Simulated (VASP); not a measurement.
# Ir (Fm-3m) in VASP: further runs

The runs below take Ir through single point, relaxation of cell and atoms, with LDA.

Everything below comes from runs of VASP 6.6.1. Logs are shortened: lines on timing, memory, paths and dates and some standing lists are left out, and cuts for length are marked.

### 1 The cell of the first run

Symmetry: Fm-3m, No. 225, cubic system. Conventional cell: a = 3.811 Å, b = 3.811 Å, c = 3.811 Å, α = 90.00°, β = 90.00°, γ = 90.00°. Within 3.6 Å of Ir (site symmetry m-3m) lie 12 Ir at 2.69 Å.

### 2 Single point, LDA

Contents of INCAR:

```
SYSTEM = Ir
PREC = Accurate
ENCUT = 520
EDIFF = 1E-7
ISMEAR = 0
SIGMA = 0.1
LREAL = .FALSE.
LASPH = .TRUE.
NELM = 100
ALGO = Normal
ISIF = 2
LWAVE = .FALSE.
LCHARG = .FALSE.
GGA = CA
NBANDS = 10
```

Contents of KPOINTS:

```
Automatic mesh
0
G
  18 18 18
  0 0 0
```

Contents of POSCAR:

```
Ir
1.0
    0.0000000000      1.9054365786      1.9054365786
    1.9054365786      0.0000000000      1.9054365786
    1.9054365786      1.9054365786      0.0000000000
Ir
1
Direct
    0.0000000000      0.0000000000      0.0000000000
```

Potentials or basis: VASP PAW LDA potentials, release 64 (Ir).

Run with:

```
$ cat potpaw_LDA.64/Ir/POTCAR > POTCAR
$ mpirun -np 1 vasp_std > vasp.out
```

OUTCAR:

```text
SYSTEM = Ir
   PREC = Accurate
   ENCUT = 520
   EDIFF = 1E-7
   ISMEAR = 0
   LREAL = .FALSE.
   LASPH = .TRUE.
   NELM = 100
   ISIF = 2
   GGA = CA

 ion  position               nearest neighbor table
   1  0.000  0.000  0.000-

  LATTYP: Found a face centered cubic cell.
 ALAT       =     3.8108731572

  Lattice vectors:

 A1 = (   0.0000000000,   1.9054365786,   1.9054365786)
 A2 = (   1.9054365786,   0.0000000000,   1.9054365786)
 A3 = (   1.9054365786,   1.9054365786,   0.0000000000)

Analysis of symmetry for initial positions (statically):
=====================================================================
 Subroutine PRICEL returns:
 Original cell was already a primitive cell.

 Routine SETGRP: Setting up the symmetry group for a
 face centered cubic supercell.

 Subroutine GETGRP returns: Found 48 space group operations
 (whereof 48 operations were pure point group operations)
 out of a pool of 48 trial point group operations.

The static configuration has the point symmetry O_h .

Analysis of symmetry for dynamics (positions and initial velocities):
=====================================================================
 Subroutine PRICEL returns:
 Original cell was already a primitive cell.

 Routine SETGRP: Setting up the symmetry group for a
 face centered cubic supercell.

 Subroutine GETGRP returns: Found 48 space group operations
 (whereof 48 operations were pure point group operations)
 out of a pool of 48 trial point group operations.

The dynamic configuration has the point symmetry O_h .

 Subroutine INISYM returns: Found 48 space group operations
 (whereof 48 operations are pure point group operations),
 and found     1 'primitive' translations

----------------------------------------------------------------------------------------

                                     Primitive cell

  volume of cell :      13.8361

  direct lattice vectors                    reciprocal lattice vectors
     0.000000000  1.905436579  1.905436579    -0.262407054  0.262407054  0.262407054
     1.905436579  0.000000000  1.905436579     0.262407054 -0.262407054  0.262407054
     1.905436579  1.905436579  0.000000000     0.262407054  0.262407054 -0.262407054

  length of vectors
     2.694694252  2.694694252  2.694694252     0.454502351  0.454502351  0.454502351

  position of ions in fractional coordinates (direct lattice)
     0.000000000  0.000000000  0.000000000

[... 79 lines left out ...]
   IBRION =     -1    ionic relax: 0-MD 1-quasi-New 2-CG
   NFREE  =      0    steps in history (QN), initial steepest desc. (CG)
   ISIF   =      2    stress and relaxation
   ISYM   =      2    0-nonsym 1-usesym 2-fastsym
   POTIM  = 0.5000    time-step for ionic-motion
   TEBEG  =    0.0;   TEEND  =   0.0 temperature during run
   PSTRESS=    0.0 pullay stress
   NELECT =       9.0000    total number of electrons
   NUPDOWN=      -1.0000    fix difference up-down
   EMIN   =  10.00;   EMAX   =-10.00  energy-range for DOS
   EFERMI =   0.00;   METHOD = LEGACY
   ISMEAR =     0;   SIGMA  =   0.10  broadening in eV -4-tet -1-fermi 0-gaus
   EFERMI_NEDOS =   21; number of points for ismear=-14 and -15
   IALGO  =     38    algorithm
   IMIX   =      4    mixing-type and parameters
     AMIX     =   0.40;   BMIX     =  1.00
     AMIX_MAG =   1.60;   BMIX_MAG =  1.00
  volume/ion in A,a.u.               =      13.84        93.37
  Fermi-wavevector in a.u.,A,eV,Ry     =   1.418462  2.680505 27.375407  2.012036
  Thomas-Fermi vector in A             =   2.539585
   LORBIT       =      0    0 simple, 1 ext, 2 COOP (PROOUT), +10 PAW based schemes
   GGA     = CA    functional components
   LHFCALC =     F    Hartree Fock is set to
   AEXX    =    0.0000 exact exchange contribution
   IVDW    =     0    specifies the selected vdW correction
   LEPSILON=     F    determine dielectric tensor
   LRPA    =     F    only Hartree local field effects (RPA)
 non-spin polarized calculation
 Gauss-broadening in eV      SIGMA  =   0.10
  energy-cutoff  :      520.00
  volume of cell :       13.84
 maximum number of plane-waves:       388
   NGX =  9   NGY =  9   NGZ =  9

 number of electron       9.0000001 magnetization

 Free energy of the ion-electron system (eV)
  ---------------------------------------------------
  ext. energy  EPLUGINS =         0.00000000
  ---------------------------------------------------
  free energy    TOTEN  =       -10.32850599 eV

  energy without entropy =      -10.32361660  energy(sigma->0) =      -10.32606129

 E-fermi :  10.7410     XC(G=0): -14.2682

 val. band max:       10.7335518638   @ k =   0.5000   0.2222   0.1111
 cond. band min:      10.7545729207   @ k =   0.3333   0.1111   0.0556
 fundamental gap:      0.0210210569
 Fermi energy:        10.7410368297

 k-point     1 :       0.0000    0.0000    0.0000
  band No.  band energies     occupation
      1      -0.6399      2.00000
      2       6.6545      2.00000
      3       6.6545      2.00000
      4       6.6545      2.00000
      5       9.4787      2.00000
      6       9.4787      2.00000
      7      25.0028      0.00000
      8      30.6756      0.00000
      9      30.6756      0.00000
     10      30.6756      0.00000
[... 287 lines left out ...]
 k-point    24 :      -0.2222    0.0556    0.0000
  band No.  band energies     occupation
      1       1.6116      2.00000
      2       5.9847      2.00000
      3       7.1355      2.00000
      4       7.2278      2.00000
      5       9.1637      2.00000
      6      10.0619      2.00000
      7      24.9793      0.00000
      8      27.8255      0.00000
      9      33.0068      0.00000
     10      34.2393      0.00000

 [... further k-points ...]

------------------------ aborting loop because EDIFF is reached ----------------------------------------

  FORCE on cell =-STRESS in cart. coord.  units (eV):
  Direction    XX          YY          ZZ          XY          YZ          ZX
  --------------------------------------------------------------------------------------
  -------------------------------------------------------------------------------------
  Total        0.2275734      0.2275734      0.2275734      0.0000000     -0.0000000      0.0000000
  in kB       26.3523048     26.3523048     26.3523048      0.0000000     -0.0000000      0.0000000
  external PRESSURE =      26.3523048 kB  Pullay stress =       0.0000000 kB

 VOLUME and BASIS-vectors are now :
 -----------------------------------------------------------------------------
  energy-cutoff  :      520.00
  volume of cell :       13.84
      direct lattice vectors                 reciprocal lattice vectors
     0.000000000  1.905436579  1.905436579    -0.262407054  0.262407054  0.262407054
     1.905436579  0.000000000  1.905436579     0.262407054 -0.262407054  0.262407054
     1.905436579  1.905436579  0.000000000     0.262407054  0.262407054 -0.262407054

 POSITION                                       TOTAL-FORCE (eV/Angst)
 -----------------------------------------------------------------------------------
      0.00000      0.00000      0.00000         0.000000      0.000000      0.000000
 -----------------------------------------------------------------------------------
    total drift:                                0.000000      0.000000     -0.000000

  FREE ENERGIE OF THE ION-ELECTRON SYSTEM (eV)
  ---------------------------------------------------
  free  energy   TOTEN  =       -10.3285059861 eV

  energy  without entropy=      -10.3236165971  energy(sigma->0) =      -10.32606129
```

OSZICAR:

```text
N       E                     dE             d eps       ncg     rms          rms(c)
DAV:   1     0.481643106122E+02    0.48164E+02   -0.44022E+03  3916   0.827E+02
DAV:   2    -0.100004639542E+02   -0.58165E+02   -0.55344E+02  3970   0.200E+02
DAV:   3    -0.109265743824E+02   -0.92611E+00   -0.92179E+00  4598   0.312E+01
DAV:   4    -0.109354903641E+02   -0.89160E-02   -0.89138E-02  4412   0.279E+00
DAV:   5    -0.109356752102E+02   -0.18485E-03   -0.18484E-03  4504   0.391E-01    0.167E+01
DAV:   6    -0.104289510894E+02    0.50672E+00   -0.87741E-01  4398   0.116E+01    0.668E+00
DAV:   7    -0.103360045480E+02    0.92947E-01   -0.25260E-01  4828   0.562E+00    0.150E+00
DAV:   8    -0.103318679028E+02    0.41366E-02   -0.18603E-03  4210   0.472E-01    0.963E-01
DAV:   9    -0.103285129757E+02    0.33549E-02   -0.17832E-03  4356   0.634E-01    0.423E-02
DAV:  10    -0.103285053359E+02    0.76397E-05   -0.10138E-05  5564   0.313E-02    0.982E-03
DAV:  11    -0.103285059893E+02   -0.65340E-06   -0.10003E-06  4342   0.701E-03    0.395E-04
DAV:  12    -0.103285059861E+02    0.32253E-08   -0.12727E-08  2550   0.958E-04
   1 F= -.10328506E+02 E0= -.10326061E+02  d E =-.488939E-02
```

Run time: 9.1 s. Hardware: 1 thread of Intel Xeon 6975P-C, shared host; peak memory 0.15 GiB.

What came out:

| Property | Result |
| --- | --- |
| Free energy | -10.3285 eV |
| Pressure | 2.6 GPa |

Caveat: spin-orbit coupling is left out, which moves the levels of the heavy elements.

### 3 Relaxation of cell and atoms, LDA

This run uses another cell than the first one, of 14.50 Å³/atom, 1.048 times its volume.

Contents of INCAR:

```
PREC     = Accurate       # precision mode
ENCUT    = 600            # plane-wave cutoff, eV
EDIFF    = 1E-6           # SCF threshold, eV
ISMEAR   = 0              # smearing method
SIGMA    = 0.1            # smearing width, eV
LREAL    = False          # projectors in reciprocal space
LASPH    = True           # aspherical terms in the spheres
NELM     = 60             # most SCF steps
ALGO     = Normal         # electronic algorithm
ISIF     = 3              # what is computed and relaxed
LWAVE    = False          # write WAVECAR
LCHARG   = False          # write CHGCAR
IBRION   = 2              # ionic algorithm
NSW      = 70             # ionic steps
EDIFFG   = -0.005         # ionic threshold
```

Contents of KPOINTS:

```
Automatic mesh
0
Gamma
  18 18 18
```

Contents of POSCAR:

```
Ir
1.0
    0.0000000000      1.9353304886      1.9353304886
    1.9353304886      0.0000000000      1.9353304886
    1.9353304886      1.9353304886      0.0000000000
Ir
1
Direct
    0.0000000000      0.0000000000      0.0000000000
```

Potentials or basis: VASP PAW LDA potentials, release 64 (Ir).

Run with:

```
$ cat potpaw_LDA.64/Ir/POTCAR > POTCAR
$ mpirun -np 1 vasp_std > vasp.out
```

Wall time 30 s (1 thread of Intel Xeon 6975P-C, shared host); peak memory 0.18 GiB.

Results (log left out):

```yaml
Free_energy: -10.3294 eV
Relaxed_volume: 13.93 Å³/atom
Relaxed_cell: a = 2.701 Å, b = 2.701 Å, c = 2.701 Å, α = 60.00°, β = 60.00°, γ = 60.00°
Space_group_after_relaxing_to_0.05_Å: Fm-3m (No. 225)
Energy_gained_by_relaxing: 27.1 meV/atom
Ionic_steps: 5
Pressure_after_relaxing: 0.1 GPa
```

Step by step:
| step | energy change (eV) | largest force (eV/Å) | pressure (GPa) | volume (Å³) |
| --- | --- | --- | --- | --- |
| 1 | 0.0000 | 0.0000 | -14.62 | 14.50 |
| 2 | 0.4863 | 0.0000 | 94.55 | 11.89 |
| 3 | -0.0269 | 0.0000 | -1.14 | 13.97 |
| 4 | -0.0271 | 0.0000 | -0.28 | 13.94 |
| 5 | -0.0271 | 0.0000 | 0.05 | 13.93 |

Final structure:
```cif
data_structure
_symmetry_space_group_name_H-M 'P 1'
_symmetry_Int_Tables_number 1
_cell_length_a 2.7005
_cell_length_b 2.7005
_cell_length_c 2.7005
_cell_angle_alpha 60.000
_cell_angle_beta 60.000
_cell_angle_gamma 60.000
_cell_volume 13.93
loop_
_atom_site_label
_atom_site_type_symbol
_atom_site_fract_x
_atom_site_fract_y
_atom_site_fract_z
_atom_site_occupancy
Ir1 Ir 0.00000 0.00000 0.00000 1
```

Levels at points of the mesh, in eV from the Fermi level:
```csv
k point,band 2,band 3,band 4,band 5,band 6,band 7
"(0.00, 0.00, 0.00)",-4.05,-4.05,-4.05,-1.25,-1.25,14.28
"(0.50, 0.00, 0.00)",-4.14,-4.14,-0.79,0.89,0.89,7.39
"(0.50, 0.50, 0.00)",-7.57,0.88,1.48,1.48,1.71,10.70
```

Caveat: spin-orbit coupling is left out, which moves the levels of the heavy elements.

### 4 Single point, LDA

Contents of INCAR:

```
SYSTEM = Ir
PREC = Accurate
ENCUT = 500
EDIFF = 1E-6
ISMEAR = 0
SIGMA = 0.1
LREAL = .FALSE.
LASPH = .TRUE.
NELM = 120
ALGO = Normal
ISIF = 2
LWAVE = .FALSE.
LCHARG = .FALSE.
GGA = CA
NBANDS = 14
GGA_COMPAT = .FALSE.
```

Contents of KPOINTS:

```
Automatic mesh
0
G
  18 18 18
  0 0 0
```

Contents of POSCAR:

```
Ir
1.0
    0.0000000000      1.9054365786      1.9054365786
    1.9054365786      0.0000000000      1.9054365786
    1.9054365786      1.9054365786      0.0000000000
Ir
1
Direct
    0.0000000000      0.0000000000      0.0000000000
```

Potentials or basis: VASP PAW LDA potentials, release 64 (Ir_sv_GW).

Run with:

```
$ cat potpaw_LDA.64/Ir_sv_GW/POTCAR > POTCAR
$ mpirun -np 1 vasp_std > vasp.out
```

Wall time 19 s (1 thread of Intel Xeon Platinum 8375C at 2.90GHz (Ice Lake), shared host); peak memory 0.15 GiB.

The run converged. Its results:

```yaml
Free_energy: -10.9045 eV
Pressure: -1.7 GPa
```

Levels at points of the mesh, in eV from the Fermi level:
```
           k point  band 6  band 7  band 8  band 9  band 10  band 11
(0.00, 0.00, 0.00)   -4.08   -4.08   -4.08   -1.26    -1.26    13.54
(0.50, 0.00, 0.00)   -4.18   -4.18   -0.79    0.91     0.91     7.49
(0.50, 0.50, 0.00)   -7.64    0.90    1.51    1.51     1.71    10.83
```

Caveat: spin-orbit coupling is left out, which moves the levels of the heavy elements.

### 5 Relaxation of cell and atoms, LDA

This run uses another cell than the first one, of 14.50 Å³/atom, 1.048 times its volume.

Contents of INCAR:

```
PREC     = Accurate       # precision mode
ENCUT    = 500            # plane-wave cutoff, eV
EDIFF    = 1E-7           # SCF threshold, eV
ISMEAR   = 0              # smearing method
SIGMA    = 0.1            # smearing width, eV
LREAL    = False          # projectors in reciprocal space
LASPH    = True           # aspherical terms in the spheres
NELM     = 120            # most SCF steps
ALGO     = Normal         # electronic algorithm
ISIF     = 3              # what is computed and relaxed
LWAVE    = False          # write WAVECAR
LCHARG   = False          # write CHGCAR
IBRION   = 2              # ionic algorithm
NSW      = 70             # ionic steps
EDIFFG   = -0.005         # ionic threshold
GGA_COMPAT= False        
NELMIN   = 4
```

Contents of KPOINTS:

```
Automatic mesh
0
Gamma
  18 18 18
```

Contents of POSCAR:

```
Ir
1.0
    0.0000000000      1.9353304886      1.9353304886
    1.9353304886      0.0000000000      1.9353304886
    1.9353304886      1.9353304886      0.0000000000
Ir
1
Direct
    0.0000000000      0.0000000000      0.0000000000
```

Run with:

```
$ cat potpaw_LDA.64/Ir_sv_GW/POTCAR > POTCAR
$ mpirun -np 1 vasp_std > vasp.out
```

Wall time 77 s (1 thread of Intel Xeon Platinum 8375C at 2.90GHz (Ice Lake), shared host); peak memory 0.16 GiB.

Results (log left out):

```
Free energy                            : -10.9171 eV
Relaxed volume                         : 13.79 Å³/atom
Relaxed cell                           : a = 2.692 Å, b = 2.692 Å, c = 2.692 Å, α = 60.00°, β = 60.00°, γ = 60.00°
Space group after relaxing (to 0.05 Å) : Fm-3m (No. 225)
Energy gained by relaxing              : 43.3 meV/atom
Ionic steps                            : 5
Pressure after relaxing                : 0.0 GPa
```

Step by step:
```tsv
step	energy change (eV)	largest force (eV/Å)	pressure (GPa)	volume (Å³)
1	0.0000	0.0000	-18.61	14.50
2	0.8791	0.0000	141.43	11.24
3	-0.0429	0.0000	-1.96	13.85
4	-0.0433	0.0000	-0.56	13.81
5	-0.0433	0.0000	0.01	13.79
```

Final structure:
```cif
data_structure
_symmetry_space_group_name_H-M 'P 1'
_symmetry_Int_Tables_number 1
_cell_length_a 2.6916
_cell_length_b 2.6916
_cell_length_c 2.6916
_cell_angle_alpha 60.000
_cell_angle_beta 60.000
_cell_angle_gamma 60.000
_cell_volume 13.79
loop_
_atom_site_label
_atom_site_type_symbol
_atom_site_fract_x
_atom_site_fract_y
_atom_site_fract_z
_atom_site_occupancy
Ir1 Ir 0.00000 0.00000 0.00000 1
```

Levels at points of the mesh, in eV from the Fermi level:
```
           k point  band 4  band 5  band 6  band 7  band 8  band 9  band 10  band 11  band 12
(0.00, 0.00, 0.00)  -49.29  -11.39   -4.10   -4.10   -4.10   -1.26    -1.26    13.53    19.15
(0.50, 0.00, 0.00)  -49.41   -8.41   -4.20   -4.20   -0.80    0.92     0.92     7.52    13.20
(0.50, 0.50, 0.00)  -49.61   -8.25   -7.68    0.90    1.52    1.52     1.71    10.88    11.57
```

Caveat: spin-orbit coupling is left out, which moves the levels of the heavy elements. Zero-point motion and thermal expansion aren't in these numbers.

### 6 Summary

| task | potentials or basis | cell | cutoff (eV) | second run | gap on the mesh (eV) | pressure (GPa) | relaxed volume (Å³/atom) |
| --- | --- | --- | --- | --- | --- | --- | --- |
| single point | VASP PAW LDA potentials, release 64 (Ir) | a = 2.695 Å, angles 60.0°, 1 atom | 520 | - | none | 2.6 | - |
| relaxation of cell and atoms | VASP PAW LDA potentials, release 64 (Ir) | relaxed from a = 2.737 Å, angles 60.0°, 1 atom | 600 | - | none | 0.1 | 13.93 |
| single point | VASP PAW LDA potentials, release 64 (Ir_sv_GW) | a = 2.695 Å, angles 60.0°, 1 atom | 500 | valence_matched | none | -1.7 | - |
| relaxation of cell and atoms | VASP PAW LDA potentials, release 64 (Ir_sv_GW) | relaxed from a = 2.737 Å, angles 60.0°, 1 atom | 500 | valence_matched | none | 0.0 | 13.79 |

Alike in all rows: level LDA; no spin polarisation; k mesh 18 × 18 × 18; smearing gaussian 0.1 eV.

Caveats: spin-orbit coupling is left out, which moves the levels of the heavy elements.

Total energies depend on the potentials used, so only differences within one code and one set of settings carry meaning.
